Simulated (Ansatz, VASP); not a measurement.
## InP in VASP and in Ansatz

File INCAR:

```
PREC = Accurate
ENCUT = 520
EDIFF = 1E-8
ISMEAR = -1
SIGMA = 0.02
LREAL = F
LASPH = T
NELM = 60
ALGO = Normal
ISIF = 2
LWAVE = F
LCHARG = F
GGA = PE
LEFG = T
NBANDS = 16
```

File KPOINTS:

```
regular mesh
0
Gamma
  8 8 8
```

POSCAR

```
InP
1.0
    0.0000000000      2.9305000000      2.9305000000
    2.9305000000      0.0000000000      2.9305000000
    2.9305000000      2.9305000000      0.0000000000
In P
1 1
Direct
    0.0000000000      0.0000000000      0.0000000000
    0.2500000000      0.2500000000      0.2500000000
```

Input for Ansatz:

```yaml
crystal:
  lattice:
    - [0.0, 2.9305, 2.9305]
    - [2.9305, 0.0, 2.9305]
    - [2.9305, 2.9305, 0.0]
  atoms:
    - { symbol: In, position: [0.0, 0.0, 0.0] }
    - { symbol: P, position: [0.25, 0.25, 0.25] }
kpoints:
  mp_grid: { grid: [8, 8, 8] }
scf:
  occupations: { method: fermi_dirac, width: 0.02 }
  n_extra_bands: 1
hamiltonian:
  xc: pbe
  pseudopotentials: { kind: paw }
output:
  forces: true
  stress: true
  populations: true
  efg: { quadrupole_moments_barn: { In: 0.772 }, contact_densities: true }
  write_density: true
  write_potential: true
  elf: true
  volumetric_format: npy
```

Alike in both runs: task electric field gradients; functional PBE; k mesh 8 × 8 × 8; occupations fermi-dirac, width 0.02 eV; no spin polarisation.

```csv
,VASP,Ansatz
version,VASP 6.6.1,Ansatz 0.2.0
potentials or method,"VASP PAW PBE potentials, release 64 (In_d, P)","plane-wave PAW, scalar-relativistic"
plane-wave cutoff (eV),520,420
valence electrons in the cell,18,18
```

|  | VASP | Ansatz | Ansatz less VASP |
| --- | --- | --- | --- |
| pressure (GPa) | 3.3 | 3.3 | +0.06 |
